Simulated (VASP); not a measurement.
Wanted: the native input for a VASP 6.6.1 run.

```yaml
Task: single point
Functional: PBE
Potentials_or_basis: VASP PAW PBE potentials, release 64 (Na_pv, I)
Cutoff: 520 eV
k_mesh: 10 × 10 × 10
Occupations: fermi-dirac, width 0.05 eV
Spin: non-collinear spin, zero start, spin-orbit coupling
Starting_moments: "[[0.0, 0.0, 0.0], [0.0, 0.0, 0.0]] μB"
Dipole_correction: no
Further_INCAR_settings: ALGO = Normal; EDIFF = 1e-06; NBANDS = 26
```

The structure of NaI (zincblende type) lies in POSCAR:

```
NaI
1.0
    0.0000000000      3.5813786338      3.5813786338
    3.5813786338      0.0000000000      3.5813786338
    3.5813786338      3.5813786338      0.0000000000
Na I
1 1
Direct
    0.0000000000      0.0000000000      0.0000000000
    0.2500000000      0.2500000000      0.2500000000
```

These files were run (other wordings do the same):

INCAR

```
ALGO = Normal
EDIFF = 1E-6
ENCUT = 520
GGA = PE
GGA_COMPAT = F
ISIF = 2
ISMEAR = -1
LASPH = T
LCHARG = F
LNONCOLLINEAR = T
LORBIT = 11
LORBMOM = T
LREAL = F
LSORBIT = T
LWAVE = F
MAGMOM = 0 0 0 0 0 0
NBANDS = 26
NELM = 150
PREC = Accurate
SIGMA = 0.05
```

KPOINTS

```
k-points
0
Gamma
  10 10 10
```

Potentials or basis: VASP PAW PBE potentials, release 64 (Na_pv, I).

Launch:

```console
$ cat potpaw_PBE.64/Na_pv/POTCAR potpaw_PBE.64/I/POTCAR > POTCAR
$ mpirun -np 1 vasp_ncl > vasp.out
```

It gave:

| Quantity | Value |
| --- | --- |
| Pressure | 0.0 GPa |
| Net moment | 0.00 μB per cell |
| Valence electrons inside the program's atomic spheres | Na 6.02; I 4.35 |

Wall time 5.6 min on 1 thread of AMD EPYC 7R43 64-Core Processor (Zen 3), with other jobs on the host, peak memory 0.6 GiB.
